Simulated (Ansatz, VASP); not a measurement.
ZrS: VASP beside Ansatz

```xyz
2
Lattice="0.0000 2.6250 2.6250 2.6250 0.0000 2.6250 2.6250 2.6250 0.0000" Properties=species:S:1:pos:R:3 pbc="T T T"
Zr    0.0000    0.0000   -0.3750
S     2.6250    2.6250    2.6250
```

Change from the starting cell: all Zr atoms moved +0.375 Å, as atom 1 towards its neighbour atom 2 (S) at 2.625 Å.

Alike in both runs: task single point; functional PBEsol; k mesh 16 × 16 × 16; occupations gaussian, width 0.15 eV; no spin polarisation.

```csv
,VASP,Ansatz
version,VASP 6.6.1,Ansatz 0.2.0
potentials or method,"VASP PAW PBE potentials, release 64 (Zr_sv, S), cutoff 520 eV","scalar-relativistic, plane waves, PAW"
valence electrons in the cell,18,18
```

```csv
,VASP,Ansatz,Ansatz less VASP
gap on the k mesh at the Fermi level (eV),none,none,-
pressure (GPa),2.9,2.6,-0.22
"traceless stress, the component that is largest in VASP (GPa)",21.45,21.34,-0.114
rms of the force components (eV/Å),2.083,2.068,-0.0151
```

VASP's potentials were made for PBE, not for PBEsol. Atom by atom the forces differ by 0.015 eV/Å (rms over components). A gap of «none» marks a metal or a gap that the smearing closes. The functional is the same, so the differences come from potentials, cutoffs and numerics.
